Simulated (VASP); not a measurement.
A run of VASP 6.6.1:

Contents of INCAR:

```
  PREC = Accurate
  ENCUT = 520
  EDIFF = 1E-6
  ISMEAR = 0
  SIGMA = 0.05
  LREAL = F
  LASPH = T
  NELM = 150
  ALGO = Normal
  ISIF = 2
  LWAVE = F
  LCHARG = F
  MAGMOM = 0 0 0 0 0 0
  LORBIT = 11
  LSORBIT = T
  GGA_COMPAT = F
  LORBMOM = T
  GGA = PE
  NBANDS = 32
```

KPOINTS

```
regular mesh
0
Gamma
  6 6 6
```

POSCAR

```
InF
1.0
    0.0000000000      2.2873462965      2.2873462965
    2.2873462965      0.0000000000      2.2873462965
    2.2873462965      2.2873462965      0.0000000000
In F
1 1
Direct
    0.0000000000      0.0000000000      0.0000000000
    0.2500000000      0.2500000000      0.2500000000
```

Potentials or basis: VASP PAW PBE potentials, release 64 (In_d, F).

The run is started by

```bash
$ cat potpaw_PBE.64/In_d/POTCAR potpaw_PBE.64/F/POTCAR > POTCAR
$ mpirun -np 1 vasp_ncl > vasp.out
```

Hardware: 1 thread of Intel Xeon 8259CL, with other jobs on the host.

Question: Estimate the wall time of this run.

Answer: It took 62 s on 1 thread of Intel Xeon 8259CL, on a shared host, peak memory 0.21 GiB. Counts: scf iterations 13, k points 22.
